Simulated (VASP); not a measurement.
Here is a VASP 6.6.1 calculation.

File INCAR:

```
SYSTEM = P
  PREC = Accurate
  ENCUT = 520
  EDIFF = 1E-6
  ISMEAR = 0
  SIGMA = 0.05
  LREAL = .FALSE.
  LASPH = .TRUE.
  NELM = 100
  ALGO = Normal
  ISIF = 2
  LWAVE = .FALSE.
  LCHARG = .TRUE.
  GGA = PS
  LELF = .TRUE.
  LVHAR = .TRUE.
  NBANDS = 18
```

File KPOINTS:

```
regular mesh
0
G
  10 1 8
  0 0 0
```

File POSCAR:

```
P
1.0
    3.3769327933      0.0000000000      0.0000000000
    0.0000000000     35.8576472711      0.0000000000
    0.0000000000      0.0000000000      4.1970020244
P
4
Direct
    0.0000000000      0.9696876236      0.5826201292
    0.0000000000      0.0303123764      0.4173798708
    0.5000000000      0.0303123764      0.0826201292
    0.5000000000      0.9696876236      0.9173798708
```

Potentials or basis: VASP PAW PBE potentials, release 64 (P).

Launch:

```bash
$ cat potpaw_PBE.64/P/POTCAR > POTCAR
$ mpirun -np 1 vasp_std > vasp.out
```

Problem. What does it give for the largest force?

Solution. 0.802 eV/Å.

Problem. What does it give for the band gap on the k mesh?

Solution. 0.23 eV.

Forces in eV/Å, atoms in the order of the input:
```
P    0.000  0.386 -0.702
P    0.000 -0.386  0.702
P    0.000 -0.386 -0.702
P    0.000  0.386  0.702
```

Caveat: the PAW data sets were made with another functional, which shifts forces and pressure a little.
